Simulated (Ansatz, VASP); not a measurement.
## One calculation of Sb2As2C, two programs

Contents of INCAR:

```
PREC = Accurate ; ENCUT = 600
EDIFF = 1E-6 ; ISMEAR = 0
SIGMA = 0.1 ; LREAL = F
LASPH = T ; NELM = 80
ALGO = Normal ; ISIF = 3
LWAVE = F ; LCHARG = F
GGA = PE ; IBRION = 2
NSW = 90 ; EDIFFG = -0.04
```

File KPOINTS:

```
regular mesh
0
Gamma
  6 6 2
```

POSCAR

```
Sb2As2C
1.0
    4.3833176000      0.0000000000      0.0000000000
   -2.1916588000      3.7960644000      0.0000000000
    0.0000000000      0.0000000000      7.5597694800
Sb As C
2 2 1
Direct
    0.6666666700      0.3333333300      0.3713161600
    0.3333333300      0.6666666700      0.6286838400
    0.6666666700      0.3333333300      0.7278960900
    0.3333333300      0.6666666700      0.2721039100
    0.0000000000      0.0000000000      0.0000000000
```

Input for Ansatz:

```yaml
crystal:
  lattice:
    - [4.3833176, 0.0, 0.0]
    - [-2.1916588, 3.7960644, 0.0]
    - [0.0, 0.0, 7.55976948]
  atoms:
    - { symbol: Sb, position: [0.66666667, 0.33333333, 0.37131616] }
    - { symbol: Sb, position: [0.33333333, 0.66666667, 0.62868384] }
    - { symbol: As, position: [0.66666667, 0.33333333, 0.72789609] }
    - { symbol: As, position: [0.33333333, 0.66666667, 0.27210391] }
    - { symbol: C, position: [0.0, 0.0, 0.0] }
basis:
  ecutwfc: 420
kpoints:
  mp_grid: { grid: [6, 6, 2] }
hamiltonian:
  xc: pbe
scf:
  occupations: { method: gaussian, width: 0.1 }
  lower_state_search: "off"
output:
  forces: true
  stress: true
  eigenvalues: true
relax:
  adjacent_minimum: "off"
  f_tol: 0.04
  max_steps: 70
  cell: { stress_tol: 0.4 }
```

Change from the starting cell: species swapped into the SrZn2As2 type (P-3m1, No. 164).

Alike in both runs: task relaxation of cell and atoms; functional PBE; k mesh 6 × 6 × 2; occupations gaussian, width 0.1 eV; no spin polarisation.

|  | VASP | Ansatz |
| --- | --- | --- |
| version | VASP 6.6.1 | Ansatz 0.2.0 |
| potentials or method | VASP PAW PBE potentials, release 64 (Sb, As, C), cutoff 600 eV | scalar-relativistic, plane waves, PAW |
| valence electrons in the cell | 24 | 64 |

Ansatz gave:

- gap on the k mesh at the Fermi level, each at its own relaxed structure (eV): none
- relaxed volume (Å³/atom): 19.85
- relaxed length of the cell vector where the two differ most in proportion (Å): 9.649

Task: Estimate VASP's values.

Result: gap on the k mesh at the Fermi level, each at its own relaxed structure (eV): none; relaxed volume (Å³/atom): 24.14; relaxed length of the cell vector where the two differ most in proportion (Å): 6.384.

A gap of «none» marks a metal or a gap that the smearing closes. One of these differences is far larger than is usual between the two programs; its cause wasn't traced. VASP's potentials hold 24 valence electrons a cell and Ansatz's 64, so a difference there can come from the potentials and not from the codes.

The k mesh is coarse, so the values compare programs but aren't converged. Spin-orbit coupling is off throughout.
